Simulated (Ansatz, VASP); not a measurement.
# MoS2: VASP beside Ansatz

```xyz
6
Lattice="3.1414 0.0000 0.0000 -1.5707 2.7206 0.0000 0.0000 0.0000 12.5788" Properties=species:S:1:pos:R:3 pbc="T T T"
Mo    0.0000    1.5637    3.1447
Mo    1.5707    0.6569    9.4341
S     0.0000    1.8137    7.8750
S     1.5707    0.9069    1.5856
S     0.0000    1.8137   10.9932
S     1.5707    0.9069    4.7038
```

Change from the starting cell: all Mo atoms moved -0.250 Å, as atom 1 along Cartesian [0 1 0].

Alike in both runs: task single point; functional PBEsol; k mesh 12 × 12 × 2; occupations gaussian, width 0.05 eV; no spin polarisation.

```csv
,VASP,Ansatz
version,VASP 6.6.1,Ansatz 0.2.0
potentials or method,"VASP PAW PBE potentials, release 64 (Mo_sv, S), cutoff 520 eV","scalar-relativistic, plane waves, PAW"
valence electrons in the cell,52,52
```

|  | VASP | Ansatz | Ansatz less VASP |
| --- | --- | --- | --- |
| gap on the k mesh at the Fermi level (eV) | 1.03 | 1.01 | -0.014 |
| least direct gap on the mesh (eV) | 1.06 | 1.05 | -0.010 |
| pressure (GPa) | 4.0 | 4.1 | +0.03 |
| traceless stress, the component that is largest in VASP (GPa) | 2.73 | 2.75 | +0.023 |
| rms of the force components (eV/Å) | 2.062 | 2.064 | +0.0015 |

VASP's potentials were made for PBE, not for PBEsol. Atom by atom the forces differ by 0.002 eV/Å (rms over components). The functional is the same, so the differences come from potentials, cutoffs and numerics.
